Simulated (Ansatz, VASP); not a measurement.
# BaSi3: VASP beside Ansatz

POSCAR

```
BaSi3
1.0
    4.4879836367      0.0000000000      0.0000000000
    0.0000000000      4.4879836367      0.0000000000
    0.0000000000      0.0000000000      4.4879836367
Ba Si
1 3
Direct
    0.0000000000      0.0000000000      0.0000000000
    0.0000000000      0.5000000000      0.5000000000
    0.5000000000      0.5000000000      0.0000000000
    0.5000000000      0.0000000000      0.5000000000
```

Contents of INCAR.step1:

```
PREC = Accurate
ENCUT = 520
EDIFF = 1E-5
ISMEAR = 0
SIGMA = 0.05
LREAL = False
LASPH = True
NELM = 60
ALGO = Normal
ISIF = 2
LWAVE = True
LCHARG = False
GGA = PE
NBANDS = 19
```

Contents of INCAR.step2:

```
PREC = Accurate
ENCUT = 520
EDIFF = 1E-6
ISMEAR = 0
SIGMA = 0.05
LREAL = False
LASPH = True
NELM = 60
ALGO = Normal
ISIF = 2
LWAVE = False
LCHARG = False
METAGGA = R2SCAN
LHFCALC = True
AEXX = 0.5
LMIXTAU = True
PRECFOCK = Normal
ISTART = 1
NBANDS = 19
```

File KPOINTS:

```
Automatic mesh
0
Gamma
  4 4 4
```

Input for Ansatz:

```yaml
crystal:
  lattice:
    - [4.4879836367, 0.0, 0.0]
    - [0.0, 4.4879836367, 0.0]
    - [0.0, 0.0, 4.4879836367]
  atoms:
    - { symbol: Ba, position: [0.0, 0.0, 0.0] }
    - { symbol: Si, position: [0.0, 0.5, 0.5] }
    - { symbol: Si, position: [0.5, 0.5, 0.0] }
    - { symbol: Si, position: [0.5, 0.0, 0.5] }
basis:
  ecutwfc: 500
  ecutrho_ratio: 4
kpoints:
  mp_grid: { grid: [4, 4, 4] }
hamiltonian:
  xc: r2scan50
scf:
  occupations: { method: gaussian, width: 0.05 }
  n_extra_bands: 11
output:
  forces: true
  stress: true
  eigenvalues: true
  populations: true
  dos: { projected: true, de: 0.02 }
```

Alike in both runs: task single point; functional r2SCAN50; k mesh 4 × 4 × 4; occupations gaussian, width 0.05 eV; no spin polarisation.

|  | VASP | Ansatz |
| --- | --- | --- |
| version | VASP 6.6.1 | Ansatz 0.2.0 |
| potentials or method | VASP PAW PBE potentials, release 64 (Ba_sv, Si), cutoff 520 eV | scalar-relativistic, plane waves, PAW |
| valence electrons in the cell | 22 | 22 |

VASP gave:

* gap on the k mesh at the Fermi level (eV): none
* pressure (GPa): -2.6

Task: Which values does Ansatz return?

Result: gap on the k mesh at the Fermi level (eV): none; pressure (GPa): -3.1.

VASP's potentials were made for PBE, not for r2SCAN50. A gap of «none» marks a metal or a gap that the smearing closes. The functional is the same, so the differences come from potentials, cutoffs and numerics. Ansatz's warnings: filled band counts differ across k points, stress exchange threshold loose, stress scf threshold loose.

Neither program's run includes spin-orbit coupling.
